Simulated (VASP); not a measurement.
A run of VASP 6.6.1 is set up as follows.

File POSCAR:

```
HgSe
1.0
    0.0000000000      3.0359996146      3.0359996146
    3.0359996146      0.0000000000      3.0359996146
    3.0359996146      3.0359996146      0.0000000000
Hg Se
1 1
Direct
    0.0000000000      0.0000000000      0.0000000000
    0.7500000000      0.7500000000      0.7500000000
```

Contents of INCAR.step1:

```
ALGO = Normal
EDIFF = 1E-5
ENCUT = 400
GGA = PE
GGA_COMPAT = F
ISIF = 2
ISMEAR = 0
LASPH = T
LCHARG = F
LREAL = F
LWAVE = T
NBANDS = 16
NELM = 120
PREC = Accurate
SIGMA = 0.05
```

INCAR.step2

```
AEXX = 0.05
ALGO = Normal
EDIFF = 1E-6
ENCUT = 400
GGA = PE
GGA_COMPAT = F
ISIF = 2
ISMEAR = 0
ISTART = 1
LASPH = T
LCHARG = F
LHFCALC = T
LREAL = F
LWAVE = F
NBANDS = 16
NELM = 120
PREC = Accurate
PRECFOCK = Normal
SIGMA = 0.05
```

The input KPOINTS:

```
k-points
0
Gamma
  6 6 6
```

Potentials or basis: VASP PAW PBE potentials, release 64 (Hg, Se).

Run with:

```console
$ cat potpaw_PBE.64/Hg/POTCAR potpaw_PBE.64/Se/POTCAR > POTCAR
$ cp INCAR.step1 INCAR
$ mpirun -np 1 vasp_std > vasp.out
$ cp INCAR.step2 INCAR
$ mpirun -np 1 vasp_std > vasp.out
```

Task: What does it give for the pressure?

Result: 4.8 GPa.

Task: Estimate the band gap on the k mesh.

Result: Zero (filled and empty bands touch).

Caveat: the cell stands under pressure; the PAW data sets were made with another functional, which shifts forces and pressure a little; spin-orbit coupling is left out, which moves the levels of the heavy elements.
